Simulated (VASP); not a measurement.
NiAu, 2 atoms in the cell. The structure is trigonal, space group R-3m (No. 166). The conventional cell has a = 2.766 Å, b = 2.766 Å, c = 12.647 Å, α = 90.00°, β = 90.00°, γ = 120.00°. Within 3.5 Å of Ni (site symmetry -3m) lie 6 Au at 2.64 Å and 6 Ni at 2.77 Å. Within 3.5 Å of Au (site symmetry -3m) lie 6 Ni at 2.64 Å and 6 Au at 2.77 Å. 

| Item | Value |
| --- | --- |
| Program | VASP 6.6.1 |
| Task | single point |
| Functional | PBEsol |
| Potentials or basis | VASP PAW PBE potentials, release 64 (Ni, Au) |
| Cutoff | 600 eV |
| k mesh | 18 × 18 × 18 |
| Occupations | fermi-dirac, width 0.15 eV |
| Spin | no spin polarisation |
| Dipole correction | no |
| Further INCAR settings | ALGO = Normal; EDIFF = 1e-06; NBANDS = 18 |

Potentials or basis: VASP PAW PBE potentials, release 64 (Ni, Au).

Launch:

```bash
$ cat potpaw_PBE.64/Ni/POTCAR potpaw_PBE.64/Au/POTCAR > POTCAR
$ mpirun -np 1 vasp_std > vasp.out
```

Hardware: 1 thread of AMD EPYC 7R43 64-Core Processor (Zen 3), with other jobs on the host.

Question: How long does it take, and how much memory?

Answer: It took 9 min on 1 thread of AMD EPYC 7R43 64-Core Processor (Zen 3), with other jobs on the host, peak memory 0.49 GiB. Counts: scf iterations 13, k points 580.
